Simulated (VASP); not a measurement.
# Se (P6/mmm) in VASP: notebook

Se is run at these levels: PBE; tasks: single point, relaxation of cell and atoms.

All numbers are computed with VASP 6.6.1; they aren't measurements. Logs are shortened: lines on timing, memory, paths and dates and some standing lists are left out, and cuts for length are marked.

## Step 1: The cell of the first run

The structure is hexagonal, space group P6/mmm (No. 191). Conventional cell: a = 3.132 Å, b = 3.132 Å, c = 2.619 Å, α = 90.00°, β = 90.00°, γ = 120.00°. Within 3.5 Å of Se (site symmetry 6/mmm) lie 8 Se at 2.62 to 3.13 Å.

This isn't the form of Se at room conditions, which is trigonal, of chains.

## Step 2: Single point, PBE, collinear spin

Contents of INCAR:

```
  ALGO = Normal
  EDIFF = 1E-6
  ENCUT = 500
  GGA = PE
  GGA_COMPAT = False
  ISIF = 2
  ISMEAR = -1
  ISPIN = 2
  LASPH = True
  LCHARG = False
  LORBIT = 11
  LREAL = False
  LWAVE = False
  MAGMOM = 0.2
  NBANDS = 13
  NELM = 200
  PREC = Accurate
  SIGMA = 0.1
```

Contents of KPOINTS:

```
k-points
0
Gamma
  16 16 15
```

Contents of POSCAR:

```
Se
1.0
    3.1320201749      0.0000000000      0.0000000000
   -1.5660100874      2.7124090366      0.0000000000
    0.0000000000      0.0000000000      2.6194286466
Se
1
Direct
    0.0000000000      0.0000000000      0.0000000000
```

Potentials or basis: VASP PAW PBE potentials, release 64 (Se).

Command:

```
$ cat potpaw_PBE.64/Se/POTCAR > POTCAR
$ mpirun -np 1 vasp_std > vasp.out
```

OUTCAR:

```text
EDIFF = 1E-6
   ENCUT = 500
   GGA = PE
   ISIF = 2
   ISMEAR = -1
   ISPIN = 2
   LASPH = True
   LORBIT = 11
   LREAL = False
   NELM = 200
   PREC = Accurate

 ion  position               nearest neighbor table
   1  0.000  0.000  0.000-

  LATTYP: Found a hexagonal cell.
 ALAT       =     3.1320201749
 C/A-ratio  =     0.8363383696

  Lattice vectors:

 A1 = (   3.1320201749,   0.0000000000,   0.0000000000)
 A2 = (  -1.5660100874,   2.7124090366,   0.0000000000)
 A3 = (   0.0000000000,   0.0000000000,   2.6194286466)

Analysis of symmetry for initial positions (statically):
=====================================================================
 Subroutine PRICEL returns:
 Original cell was already a primitive cell.

 Routine SETGRP: Setting up the symmetry group for a
 hexagonal supercell.

 Subroutine GETGRP returns: Found 24 space group operations
 (whereof 24 operations were pure point group operations)
 out of a pool of 24 trial point group operations.

The static configuration has the point symmetry D_6h.

Analysis of symmetry for dynamics (positions and initial velocities):
=====================================================================
 Subroutine PRICEL returns:
 Original cell was already a primitive cell.

 Routine SETGRP: Setting up the symmetry group for a
 hexagonal supercell.

 Subroutine GETGRP returns: Found 24 space group operations
 (whereof 24 operations were pure point group operations)
 out of a pool of 24 trial point group operations.

The dynamic configuration has the point symmetry D_6h.

Analysis of structural, dynamic, and magnetic symmetry:
=====================================================================
 Subroutine PRICEL returns:
 Original cell was already a primitive cell.

 Routine SETGRP: Setting up the symmetry group for a
 hexagonal supercell.

 Subroutine GETGRP returns: Found 24 space group operations
 (whereof 24 operations were pure point group operations)
 out of a pool of 24 trial point group operations.

The overall configuration has the point symmetry D_6h.

 Subroutine INISYM returns: Found 24 space group operations
 (whereof 24 operations are pure point group operations),
 and found     1 'primitive' translations

----------------------------------------------------------------------------------------

                                     Primitive cell

  volume of cell :      22.2529

  direct lattice vectors                    reciprocal lattice vectors
     3.132020175  0.000000000  0.000000000     0.319282745  0.184337979  0.000000000
    -1.566010087  2.712409037  0.000000000     0.000000000  0.368675958  0.000000000
[... 115 lines left out ...]
  energy-cutoff  :      500.00
  volume of cell :       22.25
 maximum number of plane-waves:       578
 NGX is ok and might be reduce to    24
   NGX = 11   NGY = 11   NGZ =  9

 number of electron       5.9999999 magnetization       0.0001009

 number of electron       5.9999999 magnetization      -0.0001973

 Free energy of the ion-electron system (eV)
  ---------------------------------------------------
  ext. energy  EPLUGINS =         0.00000000
  ---------------------------------------------------
  free energy    TOTEN  =        -3.11481224 eV

  energy without entropy =       -3.09082943  energy(sigma->0) =       -3.10282083

 E-fermi :   4.5038     XC(G=0): -10.0641

 val. band max:        4.4869786456   @ k =   0.1250   0.1250   0.4000
 cond. band min:       4.5201782156   @ k =   0.2500  -0.0000   0.0000
 fundamental gap:      0.0331995701
 Fermi energy:         4.5037914028

 spin component 1

 k-point     1 :       0.0000    0.0000    0.0000
  band No.  band energies     occupation
      1     -11.2729      1.00000
      2       5.5814      0.00002
      3       5.5814      0.00002
      4       8.4349      0.00000
      5      11.8206      0.00000
      6      15.0129      0.00000
      7      15.4503      0.00000
      8      15.4503      0.00000
      9      19.0178      0.00000
     10      28.6195      0.00000
     11      28.6195      0.00000
     12      30.6247      0.00000
     13      31.5850      0.00000
[... 356 lines left out ...]
      2      -0.2967      1.00000
      3       2.2676      1.00000
      4       9.5260      0.00000
      5      13.8424      0.00000
      6      16.3526      0.00000
      7      17.3492      0.00000
      8      22.3918      0.00000
      9      23.1264      0.00000
     10      25.1854      0.00000
     11      26.5621      0.00000
     12      27.5114      0.00000
     13      29.2770      0.00000

 [... further k-points ...]

 spin component 2

 k-point     1 :       0.0000    0.0000    0.0000
  band No.  band energies     occupation
      1     -11.2731      1.00000
      2       5.5813      0.00002
      3       5.5813      0.00002
      4       8.4347      0.00000
      5      11.8203      0.00000
      6      15.0128      0.00000
      7      15.4502      0.00000
      8      15.4502      0.00000
      9      19.0174      0.00000
     10      28.6193      0.00000
     11      28.6193      0.00000
     12      30.6245      0.00000
     13      31.5849      0.00000
[... 356 lines left out ...]
      2      -0.2968      1.00000
      3       2.2674      1.00000
      4       9.5258      0.00000
      5      13.8421      0.00000
      6      16.3524      0.00000
      7      17.3490      0.00000
      8      22.3916      0.00000
      9      23.1263      0.00000
     10      25.1852      0.00000
     11      26.5620      0.00000
     12      27.5112      0.00000
     13      29.2769      0.00000

 [... further k-points ...]
[... 5 lines left out ...]
  --------------------------------------------------------------------------------------
  -------------------------------------------------------------------------------------
  Total        0.0012432      0.0012432      0.0069346      0.0000000      0.0000000      0.0000000
  in kB        0.0895101      0.0895101      0.4992807      0.0000000      0.0000000      0.0000000
  external PRESSURE =       0.2261003 kB  Pullay stress =       0.0000000 kB

 VOLUME and BASIS-vectors are now :
 -----------------------------------------------------------------------------
  energy-cutoff  :      500.00
  volume of cell :       22.25
      direct lattice vectors                 reciprocal lattice vectors
     3.132020175  0.000000000  0.000000000     0.319282745  0.184337979  0.000000000
    -1.566010087  2.712409037  0.000000000     0.000000000  0.368675958  0.000000000
     0.000000000  0.000000000  2.619428647     0.000000000  0.000000000  0.381762642

 POSITION                                       TOTAL-FORCE (eV/Angst)
 -----------------------------------------------------------------------------------
      0.00000      0.00000      0.00000         0.000000      0.000000      0.000000
 -----------------------------------------------------------------------------------
    total drift:                               -0.000000     -0.000000      0.000000

  FREE ENERGIE OF THE ION-ELECTRON SYSTEM (eV)
  ---------------------------------------------------
  free  energy   TOTEN  =        -3.1148122434 eV

  energy  without entropy=       -3.0908294262  energy(sigma->0) =       -3.10282083

 total charge

# of ion       s       p       d       tot
------------------------------------------
    1        1.534   2.064   0.049   3.647

 magnetization (x)

# of ion       s       p       d       tot
------------------------------------------
    1       -0.000  -0.000  -0.000  -0.000
```

Wall time 35 s (1 thread of Intel Xeon Platinum 8488C (Sapphire Rapids), shared host); peak memory 0.21 GiB.

What came out:

```yaml
Free_energy: -3.1148 eV
Pressure: 0.0 GPa
Band_gap_on_the_k_mesh: zero (filled and empty bands overlap)
Net_moment: 0.00 μB per cell
Valence_electrons_inside_the_program's_atomic_spheres: Se 3.65
```

Levels at points of the mesh, in eV from the Fermi level:
Spin up:
```
           k point  band 1  band 2  band 3  band 4  band 5  band 6  band 7  band 8
(0.00, 0.00, 0.00)  -15.78    1.08    1.08    3.93    7.32   10.51   10.95   10.95
(0.50, 0.00, 0.00)  -13.76   -6.23   -0.78    5.20    5.76   13.00   16.41   16.75
```
Spin down:
| k point | band 1 | band 2 | band 3 | band 4 | band 5 | band 6 |
| --- | --- | --- | --- | --- | --- | --- |
| (0.00, 0.00, 0.00) | -15.78 | 1.08 | 1.08 | 3.93 | 7.32 | 10.51 |
| (0.50, 0.00, 0.00) | -13.76 | -6.23 | -0.78 | 5.20 | 5.76 | 13.00 |

## Step 3: Relaxation of cell and atoms, PBE, collinear spin

This run uses another cell than the first one, of 21.84 Å³/atom.

Contents of INCAR:

```
PREC = Accurate ; ENCUT = 500
EDIFF = 1E-7 ; ISMEAR = -1
SIGMA = 0.1 ; LREAL = False
LASPH = True ; NELM = 200
ALGO = Normal ; ISIF = 3
LWAVE = False ; LCHARG = False
ISPIN = 2 ; MAGMOM = 0.2
LORBIT = 11 ; GGA = PE
IBRION = 2 ; NSW = 60
EDIFFG = -0.02 ; GGA_COMPAT = False
NELMIN = 4
```

Contents of KPOINTS:

```
regular mesh
0
Gamma
  16 16 15
```

Contents of POSCAR:

```
Se
1.0
    2.9936294983      0.0000000000      0.0000000000
   -1.4968147491      2.5925591950      0.0000000000
    0.0000000000      0.0000000000      2.8140117284
Se
1
Direct
    0.0000000000      0.0000000000      0.0000000000
```

Potentials or basis: VASP PAW PBE potentials, release 64 (Se).

Command:

```
$ cat potpaw_PBE.64/Se/POTCAR > POTCAR
$ mpirun -np 1 vasp_std > vasp.out
```

It took 72 s on 1 thread of Intel Xeon Platinum 8488C (Sapphire Rapids), shared host; peak memory 0.18 GiB.

The run converged. Its results:

```yaml
Free_energy: -3.1147 eV
Relaxed_volume: 22.25 Å³/atom
Relaxed_cell: a = 3.130 Å, b = 3.130 Å, c = 2.623 Å, α = 90.00°, β = 90.00°, γ = 120.00°
Space_group_after_relaxing_to_0.1_Å: P6/mmm (No. 191)
Energy_gained_by_relaxing: 29.5 meV/atom
Ionic_steps: 5
Pressure_after_relaxing: 0.0 GPa
Band_gap_on_the_k_mesh: zero (filled and empty bands overlap)
Net_moment: 0.00 μB per cell
Valence_electrons_inside_the_program's_atomic_spheres: Se 3.65
```

The path:
```csv
step,energy change (eV),largest force (eV/Å),pressure (GPa),volume (Å³)
1,0.0000,0.0000,-0.01,21.84
2,-0.0088,0.0000,0.04,21.83
3,-0.0275,0.0000,1.31,21.74
4,-0.0284,0.0000,-0.93,22.64
5,-0.0295,0.0000,-0.02,22.25
```

Final structure:
```
Se
1.0
     3.12961    0.00000    0.00000
    -1.56481    2.71032    0.00000
     0.00000    0.00000    2.62282
Se
1
Direct
  0.00000 0.00000 0.00000
```

Levels at points of the mesh, in eV from the Fermi level:
Spin up:
```tsv
k point	band 1	band 2	band 3	band 4	band 5	band 6	band 7
(0.00, 0.00, 0.00)	-15.78	1.10	1.10	3.88	7.34	10.46	10.96
(0.50, 0.00, 0.00)	-13.75	-6.24	-0.77	5.16	5.77	12.97	16.70
```
Spin down:
| k point | band 1 | band 2 | band 3 | band 4 | band 5 | band 6 |
| --- | --- | --- | --- | --- | --- | --- |
| (0.00, 0.00, 0.00) | -15.78 | 1.10 | 1.10 | 3.88 | 7.34 | 10.46 |
| (0.50, 0.00, 0.00) | -13.75 | -6.24 | -0.77 | 5.16 | 5.77 | 12.97 |

The gap in the log of VASP goes by the Fermi energy; the results here count the filled bands.